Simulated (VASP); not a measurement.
# GaAs (F-43m) in VASP: single point with LDA

Aim: the single point of GaAs with LDA.

Everything below comes from runs of VASP 6.6.1. Logs are shortened: lines on timing, memory, paths and dates and some standing lists are left out, and cuts for length are marked.

### 1 The cell of the first run

Symmetry: F-43m, No. 216, cubic system. The conventional cell has a = 5.603 Å, b = 5.603 Å, c = 5.603 Å, α = 90.00°, β = 90.00°, γ = 90.00°. Within 3.2 Å of Ga (site symmetry -43m) lie 4 As at 2.43 Å. Within 3.2 Å of As (site symmetry -43m) lie 4 Ga at 2.43 Å.

### 2 Single point, LDA

Input file INCAR:

```
PREC = Accurate
ENCUT = 520
EDIFF = 1E-6
ISMEAR = 0
SIGMA = 0.02
LREAL = Auto
LASPH = True
NELM = 80
ALGO = Normal
ISIF = 2
LWAVE = False
LCHARG = False
GGA = CA
NBANDS = 86
```

Input file KPOINTS:

```
regular mesh
0
Gamma
  3 3 3
```

Input file POSCAR:

```
GaAs
1.0
    0.0000000000      5.6033815718     -5.6033815718
    5.6033815718      5.6033815718      0.0000000000
    5.6033815718      0.0000000000     -5.6033815718
Ga As
8 8
Direct
    0.5000000000      0.0000000000      0.5000000000
    0.5000000000      0.5000000000      0.5000000000
    0.0000000000      0.0000000000      0.5000000000
    0.0000000000      0.5000000000      0.5000000000
    0.5000000000      0.0000000000      0.0000000000
    0.5000000000      0.5000000000      0.0000000000
    0.0000000000      0.0000000000      0.0000000000
    0.0000000000      0.5000000000      0.0000000000
    0.1250000000      0.1250000000      0.1250000000
    0.1250000000      0.6250000000      0.1250000000
    0.6250000000      0.1250000000      0.1250000000
    0.6250000000      0.6250000000      0.1250000000
    0.1250000000      0.1250000000      0.6250000000
    0.1250000000      0.6250000000      0.6250000000
    0.6250000000      0.1250000000      0.6250000000
    0.6250000000      0.6250000000      0.6250000000
```

Potentials or basis: VASP PAW LDA potentials, release 64 (Ga_d, As).

Launch:

```console
cat potpaw_LDA.64/Ga_d/POTCAR potpaw_LDA.64/As/POTCAR > POTCAR
mpirun -np 1 vasp_std > vasp.out
```

OUTCAR:

```text
PREC = Accurate
   ENCUT = 520
   EDIFF = 1E-6
   ISMEAR = 0
   LREAL = Auto
   LASPH = True
   NELM = 80
   ISIF = 2
   GGA = CA

 ion  position               nearest neighbor table
   1  0.500  0.000  0.500-  11 2.43  13 2.43  15 2.43  16 2.43
   2  0.500  0.500  0.500-  12 2.43  14 2.43  15 2.43  16 2.43
   3  0.000  0.000  0.500-   9 2.43  13 2.43  14 2.43  15 2.43
   4  0.000  0.500  0.500-  10 2.43  13 2.43  14 2.43  16 2.43
   5  0.500  0.000  0.000-   9 2.43  11 2.43  12 2.43  15 2.43
   6  0.500  0.500  0.000-  10 2.43  11 2.43  12 2.43  16 2.43
[... 8 lines left out ...]
  15  0.625  0.125  0.625-   1 2.43   2 2.43   3 2.43   5 2.43
  16  0.625  0.625  0.625-   1 2.43   2 2.43   4 2.43   6 2.43

  LATTYP: Found a face centered cubic cell.
 ALAT       =    11.2067631436

  Lattice vectors:

 A1 = (   0.0000000000,   5.6033815718,  -5.6033815718)
 A2 = (   5.6033815718,   5.6033815718,   0.0000000000)
 A3 = (   5.6033815718,   0.0000000000,  -5.6033815718)

Analysis of symmetry for initial positions (statically):
=====================================================================
 Subroutine PRICEL returns following result:

  LATTYP: Found a face centered cubic cell.
 ALAT       =     5.6033815718

  Lattice vectors:

 A1 = (   0.0000000000,   2.8016907859,  -2.8016907859)
 A2 = (   2.8016907859,   2.8016907859,   0.0000000000)
 A3 = (   2.8016907859,   0.0000000000,  -2.8016907859)

   8 primitive cells build up your supercell.

 Routine SETGRP: Setting up the symmetry group for a
 face centered cubic supercell.

 Subroutine GETGRP returns: Found 24 space group operations
 (whereof 24 operations were pure point group operations)
 out of a pool of 48 trial point group operations.

The static configuration has the point symmetry T_d .

Analysis of symmetry for dynamics (positions and initial velocities):
=====================================================================
 Subroutine PRICEL returns following result:

  LATTYP: Found a face centered cubic cell.
 ALAT       =     5.6033815718

  Lattice vectors:

 A1 = (   0.0000000000,   2.8016907859,  -2.8016907859)
 A2 = (   2.8016907859,   2.8016907859,   0.0000000000)
 A3 = (   2.8016907859,   0.0000000000,  -2.8016907859)

   8 primitive cells build up your supercell.

 Routine SETGRP: Setting up the symmetry group for a
 face centered cubic supercell.

 Subroutine GETGRP returns: Found 24 space group operations
 (whereof 24 operations were pure point group operations)
 out of a pool of 48 trial point group operations.

The dynamic configuration has the point symmetry T_d .

 Subroutine INISYM returns: Found 24 space group operations
 (whereof 24 operations are pure point group operations),
 and found     8 'primitive' translations

----------------------------------------------------------------------------------------

                                     Primitive cell

  volume of cell :      43.9836

  direct lattice vectors                    reciprocal lattice vectors
     0.000000000  2.801690786 -2.801690786    -0.178463663  0.178463663 -0.178463663
     2.801690786  2.801690786  0.000000000     0.178463663  0.178463663  0.178463663
     2.801690786  0.000000000 -2.801690786     0.178463663 -0.178463663 -0.178463663

  length of vectors
     3.962189107  3.962189107  3.962189107     0.309108131  0.309108131  0.309108131

  position of ions in fractional coordinates (direct lattice)
     0.000000000  0.000000000  0.000000000
     0.250000000  0.250000000  0.250000000

  ion indices of the primitive-cell ions
   primitive index   ion index
                 1           1
                 2          15

----------------------------------------------------------------------------------------

 KPOINTS: regular mesh

Automatic generation of k-mesh.
 Grid dimensions read from file:
 generate k-points for:    3    3    3

 Generating k-lattice:

  Cartesian coordinates                     Fractional coordinates (reciprocal lattice)
    -0.029743944  0.029743944 -0.029743944     0.333333333  0.000000000  0.000000000
     0.029743944  0.029743944  0.029743944     0.000000000  0.333333333  0.000000000
     0.029743944 -0.029743944 -0.029743944     0.000000000  0.000000000  0.333333333

  Length of vectors
     0.051518022  0.051518022  0.051518022

  Shift w.r.t. Gamma in fractional coordinates (k-lattice)
     0.000000000  0.000000000  0.000000000

 Subroutine IBZKPT returns following result:
 ===========================================

 Found      4 irreducible k-points:

 Following reciprocal coordinates:
            Coordinates               Weight
  0.000000  0.000000  0.000000      1.000000
  0.333333  0.000000  0.000000      8.000000
  0.333333  0.333333  0.000000      6.000000
 -0.333333  0.333333  0.000000     12.000000
   k-points           NKPTS =      4   k-points in BZ     NKDIM =      4   number of bands    NBANDS=     86
   number of dos      NEDOS =    301   number of ions     NIONS =     16
   total plane-waves  NPLWV = 216000
   dimension x,y,z NGX =    60 NGY =   60 NGZ =   60
   dimension x,y,z NGXF=   120 NGYF=  120 NGZF=  120
   ions per type =               8   8
   NGX,Y,Z   is equivalent  to a cutoff of  12.59, 12.59, 12.59 a.u.
   NGXF,Y,Z  is equivalent  to a cutoff of  25.17, 25.17, 25.17 a.u.
 SYSTEM =  unknown system
   PREC   = accura    normal or accurate (medium, high low for compatibility)
   ISTART =      0    job   : 0-new  1-cont  2-samecut
   ICHARG =      2    charge: 1-file 2-atom 10-const
   ISPIN  =      1    spin polarized calculation?
   LNONCOLLINEAR =      F non collinear calculations
   LSORBIT =      F    spin-orbit coupling
   LASPH  =      T    aspherical Exc in radial PAW
   ENCUT  =  520.0 eV  38.22 Ry    6.18 a.u.  14.73 14.73 14.73*2*pi/ulx,y,z
   NELM   =     80;   NELMIN=  2; NELMDL= -5     # of ELM steps
   EDIFF  = 0.1E-05   stopping-criterion for ELM
   LREAL  =      T    real-space projection
   EDIFFG = 0.1E-04   stopping-criterion for IOM
   NSW    =      0    number of steps for IOM
   IBRION =     -1    ionic relax: 0-MD 1-quasi-New 2-CG
   NFREE  =      0    steps in history (QN), initial steepest desc. (CG)
   ISIF   =      2    stress and relaxation
   ISYM   =      2    0-nonsym 1-usesym 2-fastsym
   POTIM  = 0.5000    time-step for ionic-motion
   TEBEG  =    0.0;   TEEND  =   0.0 temperature during run
   PSTRESS=    0.0 pullay stress
   NELECT =     144.0000    total number of electrons
   NUPDOWN=      -1.0000    fix difference up-down
   EMIN   =  10.00;   EMAX   =-10.00  energy-range for DOS
   EFERMI =   0.00;   METHOD = LEGACY
   ISMEAR =     0;   SIGMA  =   0.02  broadening in eV -4-tet -1-fermi 0-gaus
   EFERMI_NEDOS =   21; number of points for ismear=-14 and -15
   IALGO  =     38    algorithm
   IMIX   =      4    mixing-type and parameters
     AMIX     =   0.40;   BMIX     =  1.00
     AMIX_MAG =   1.60;   BMIX_MAG =  1.00
  volume/ion in A,a.u.               =      21.99       148.41
  Fermi-wavevector in a.u.,A,eV,Ry     =   1.215445  2.296859 20.099990  1.477308
  Thomas-Fermi vector in A             =   2.350832
   LORBIT       =      0    0 simple, 1 ext, 2 COOP (PROOUT), +10 PAW based schemes
   GGA     = CA    functional components
   LHFCALC =     F    Hartree Fock is set to
   AEXX    =    0.0000 exact exchange contribution
   IVDW    =     0    specifies the selected vdW correction
   LEPSILON=     F    determine dielectric tensor
   LRPA    =     F    only Hartree local field effects (RPA)
 non-spin polarized calculation
 Gauss-broadening in eV      SIGMA  =   0.02
  energy-cutoff  :      520.00
  volume of cell :      351.87
 maximum number of plane-waves:      9491
   NGX = 29   NGY = 29   NGZ = 29

 number of electron     144.0000102 magnetization

 Free energy of the ion-electron system (eV)
  ---------------------------------------------------
  ext. energy  EPLUGINS =         0.00000000
  ---------------------------------------------------
  free energy    TOTEN  =       -76.92683351 eV

  energy without entropy =      -76.92683351  energy(sigma->0) =      -76.92683351

 E-fermi :   4.2171     XC(G=0): -10.0284

 val. band max:        4.0704152429   @ k =   0.0000   0.0000   0.0000
 cond. band min:       4.6011387670   @ k =   0.0000   0.0000   0.0000
 fundamental gap:      0.5307235241
 Fermi energy:         4.2170582222

 k-point     1 :       0.0000    0.0000    0.0000
  band No.  band energies     occupation
      1     -11.0399      2.00000
      2     -11.0399      2.00000
      3     -11.0399      2.00000
      4     -11.0068      2.00000
      5     -11.0068      2.00000
      6     -11.0068      2.00000
[... 76 lines left out ...]
     83       5.6012      0.00000
     84       7.7428      0.00000

 k-point     2 :       0.3333    0.0000    0.0000
  band No.  band energies     occupation
      1     -11.0286      2.00000
      2     -11.0286      2.00000
      3     -11.0286      2.00000
      4     -11.0111      2.00000
      5     -11.0111      2.00000
      6     -11.0111      2.00000
[... 76 lines left out ...]
     83       7.3258      0.00000
     84       8.3091      0.00000

 k-point     3 :       0.3333    0.3333    0.0000
  band No.  band energies     occupation
      1     -11.0298      2.00000
      2     -11.0298      2.00000
      3     -11.0161      2.00000
      4     -11.0040      2.00000
      5     -11.0040      2.00000
      6     -11.0040      2.00000
[... 76 lines left out ...]
     83       7.4753      0.00000
     84       7.4753      0.00000

 k-point     4 :      -0.3333    0.3333    0.0000
  band No.  band energies     occupation
      1     -11.0207      2.00000
      2     -11.0203      2.00000
      3     -11.0203      2.00000
      4     -11.0125      2.00000
      5     -11.0125      2.00000
      6     -10.9912      2.00000
[... 76 lines left out ...]
     83       7.8924      0.00000
     84       7.8924      0.00000
 [bands above 84 left out]

------------------------ aborting loop because EDIFF is reached ----------------------------------------

  FORCE on cell =-STRESS in cart. coord.  units (eV):
  Direction    XX          YY          ZZ          XY          YZ          ZX
  --------------------------------------------------------------------------------------
  -------------------------------------------------------------------------------------
  Total        0.5401626      0.5401626      0.5401626      0.0000000      0.0000000      0.0000000
  in kB        2.4595435      2.4595435      2.4595435      0.0000000      0.0000000      0.0000000
  external PRESSURE =       2.4595435 kB  Pullay stress =       0.0000000 kB

 VOLUME and BASIS-vectors are now :
 -----------------------------------------------------------------------------
  energy-cutoff  :      520.00
  volume of cell :      351.87
      direct lattice vectors                 reciprocal lattice vectors
     0.000000000  5.603381572 -5.603381572    -0.089231831  0.089231831 -0.089231831
     5.603381572  5.603381572  0.000000000     0.089231831  0.089231831  0.089231831
     5.603381572  0.000000000 -5.603381572     0.089231831 -0.089231831 -0.089231831

 POSITION                                       TOTAL-FORCE (eV/Angst)
 -----------------------------------------------------------------------------------
      2.80169      2.80169     -5.60338         0.000000      0.000000     -0.000000
      5.60338      5.60338     -5.60338         0.000000      0.000000     -0.000000
      2.80169      0.00000     -2.80169         0.000000      0.000000     -0.000000
      5.60338      2.80169     -2.80169         0.000000      0.000000     -0.000000
      0.00000      2.80169     -2.80169         0.000000      0.000000     -0.000000
      2.80169      5.60338     -2.80169         0.000000      0.000000     -0.000000
[... 8 lines left out ...]
      4.20254      4.20254     -7.00423        -0.000000      0.000000      0.000000
      7.00423      7.00423     -7.00423        -0.000000     -0.000000      0.000000
 -----------------------------------------------------------------------------------
    total drift:                               -0.000004     -0.000003      0.000004

  FREE ENERGIE OF THE ION-ELECTRON SYSTEM (eV)
  ---------------------------------------------------
  free  energy   TOTEN  =       -76.9268335071 eV

  energy  without entropy=      -76.9268335071  energy(sigma->0) =      -76.92683351
```

Wall time 6.2 min (1 thread of Intel Xeon Platinum 8259CL at 2.50GHz (Skylake/Cascade Lake), shared host); peak memory 0.4 GiB.

Results:

```yaml
Free_energy: -76.9268 eV
Pressure: 0.2 GPa
Band_gap_on_the_k_mesh: 0.53 eV
```

Levels at points of the mesh, in eV from the valence-band top:
```
           k point  band 70  band 71  band 72  band 73  band 74  band 75
(0.00, 0.00, 0.00)     0.00     0.00     0.00     0.53     0.93     0.93
```

Expect the measured gap to be larger: semilocal functionals such as LDA lack the derivative discontinuity.
